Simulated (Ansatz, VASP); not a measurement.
AgI: VASP beside Ansatz

```xyz
4
Lattice="4.5589 0.0000 0.0000 -2.2795 3.9482 0.0000 0.0000 0.0000 7.4542" Properties=species:S:1:pos:R:3 pbc="T T T"
Ag    2.2795    1.3161    4.6780
Ag    0.0000    2.6321    0.9509
I     2.2795    1.3161    0.0182
I     0.0000    2.6321    3.7453
```

Alike in both runs: functional PBEsol; k mesh 10 × 10 × 6; occupations fermi-dirac, width 0.05 eV; no spin polarisation.

Ansatz relaxed the structure, and its values are those at the end. VASP's run is a single point on that final structure, the one shown.

|  | VASP | Ansatz |
| --- | --- | --- |
| version | VASP 6.6.1 | Ansatz 0.2.0 |
| potentials or method | VASP PAW PBE potentials, release 64 (Ag, I) | PAW with Ansatz's default frozen-core files, scalar-relativistic |
| plane-wave cutoff (eV) | 500 | 420 |
| valence electrons in the cell | 36 | 72 |

|  | VASP | Ansatz | Ansatz less VASP |
| --- | --- | --- | --- |
| pressure (GPa) | 0.0 | 0.0 | +0.04 |

VASP's potentials were made for PBE, not for PBEsol. With one functional, cell and mesh, what is left measures potentials, basis and numerics. VASP's potentials hold 36 valence electrons a cell and Ansatz's 72, so a difference there can come from the potentials and not from the codes.

Spin-orbit coupling is off throughout.
